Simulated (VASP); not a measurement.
Input of a VASP 6.6.1 run:

File POSCAR:

```
Ga
1.0
    2.6345261917      0.0000000000      0.0000000000
    0.0000000000      2.6345261917      0.0000000000
    0.0000000000      0.0000000000      2.6345261917
Ga
1
Direct
    0.0000000000      0.0000000000      0.0000000000
```

The input INCAR.step1:

```
SYSTEM = Ga
PREC = Accurate
ENCUT = 520
ISMEAR = -1
SIGMA = 0.1
LREAL = .False.
LASPH = .True.
NELM = 100
NBANDS = 12
GGA = PE
ALGO = Normal
EDIFF = 1E-4
LWAVE = .True.
LCHARG = .False.
```

The input INCAR.step2:

```
SYSTEM = Ga
PREC = Accurate
ENCUT = 520
EDIFF = 1E-6
ISMEAR = -1
SIGMA = 0.1
LREAL = .False.
LASPH = .True.
NELM = 100
ALGO = Normal
ISIF = 2
LWAVE = .False.
LCHARG = .False.
METAGGA = R2SCAN
LMIXTAU = .True.
NBANDS = 12
ISTART = 1
```

File KPOINTS:

```
Automatic mesh
0
Gamma
  13 13 13
  0 0 0
```

Potentials or basis: VASP PAW PBE potentials, release 64 (Ga_d).

Command:

```sh
$ cat potpaw_PBE.64/Ga_d/POTCAR > POTCAR
$ cp INCAR.step1 INCAR
$ mpirun -np 1 vasp_std > vasp.out
$ cp INCAR.step2 INCAR
$ mpirun -np 1 vasp_std > vasp.out
```

(1) Predict the band gap on the k mesh.

(2) Predict the pressure.

## Answers

(1) zero (an odd number of electrons rules out a gap without spin polarisation).

(2) 2.5 GPa.

Caveat: the PAW data sets were made with another functional, which shifts forces and pressure a little.
